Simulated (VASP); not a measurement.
Here is a VASP 6.6.1 calculation.

File INCAR:

```
SYSTEM = Zr
ALGO = Normal
EDIFF = 1E-6
ENCUT = 520
GGA = PS
ISIF = 2
ISMEAR = 0
LASPH = .True.
LCHARG = .False.
LREAL = .False.
LWAVE = .False.
NBANDS = 19
NELM = 100
PREC = Accurate
SIGMA = 0.02
```

KPOINTS

```
k-points
0
Gamma
  7 7 4
  0 0 0
```

POSCAR

```
Zr
1.0
    3.2097992848      0.0000000000      0.0000000000
   -1.6048996424      2.7797677217      0.0000000000
    0.0000000000      0.0000000000      5.0379773584
Zr
2
Direct
    0.3333333333      0.6666666667      0.2500000000
    0.6666666667      0.3333333333      0.7500000000
```

Potentials or basis: VASP PAW PBE potentials, release 64 (Zr_sv).

Launch:

```bash
$ cat potpaw_PBE.64/Zr_sv/POTCAR > POTCAR
$ mpirun -np 1 vasp_std > vasp.out
```

Estimate the band gap on the k mesh.

zero (band 12 reaches 10.10 eV, above the bottom of band 13 at 9.24 eV).

Estimate the pressure.

0.0 GPa.

Caveat: the PAW data sets were made with another functional, which shifts forces and pressure a little.
